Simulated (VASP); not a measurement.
Input of a VASP 6.6.1 run:

INCAR

```
SYSTEM = Ga2Sb2CO
  PREC = Accurate
  ENCUT = 520
  EDIFF = 1E-6
  ISMEAR = 0
  SIGMA = 0.1
  LREAL = .False.
  LASPH = .True.
  NELM = 120
  ALGO = Normal
  ISIF = 2
  LWAVE = .False.
  LCHARG = .False.
  LDIPOL = .True.
  IDIPOL = 3
  DIPOL = 0.5 0.5 0.353
  GGA = PE
  IVDW = 12
  NBANDS = 42
  GGA_COMPAT = .False.
  NELMDL = -8
```

File KPOINTS:

```
Automatic mesh
0
Gamma
  6 6 1
  0 0 0
```

Contents of POSCAR:

```
Ga2Sb2CO
1.0
    4.3343814621      0.0000000000      0.0000000000
   -2.1671907311      3.7536844559      0.0000000000
    0.0000000000      0.0000000000     23.3197422777
Sb Ga O C
2 2 1 1
Direct
    0.0000000000      0.0000000000      0.1715284823
    0.3333333333      0.6666666667      0.3301590654
    0.3333333333      0.6666666667      0.2094685204
    0.6666666667      0.3333333333      0.3632005095
    1.3333333333      0.6666666667      0.4961350833
    1.3333333333      0.6666666667      0.5454495220
```

Potentials or basis: VASP PAW PBE potentials, release 64 (Sb_d_GW, Ga_d, O, C).

The run is started by

```sh
$ cat potpaw_PBE.64/Sb_d_GW/POTCAR potpaw_PBE.64/Ga_d/POTCAR potpaw_PBE.64/O/POTCAR potpaw_PBE.64/C/POTCAR > POTCAR
$ mpirun -np 1 vasp_std > vasp.out
```

(1) What does it give for the band gap on the k mesh?

(2) Estimate the dispersion energy per atom.

(3) Predict the largest force.

Results:

(1) 0.02 eV (least direct gap 0.18 eV).

(2) -0.167 eV.

(3) 0.708 eV/Å.

Caveat: spin-orbit coupling is left out, which moves the levels of the heavy elements.
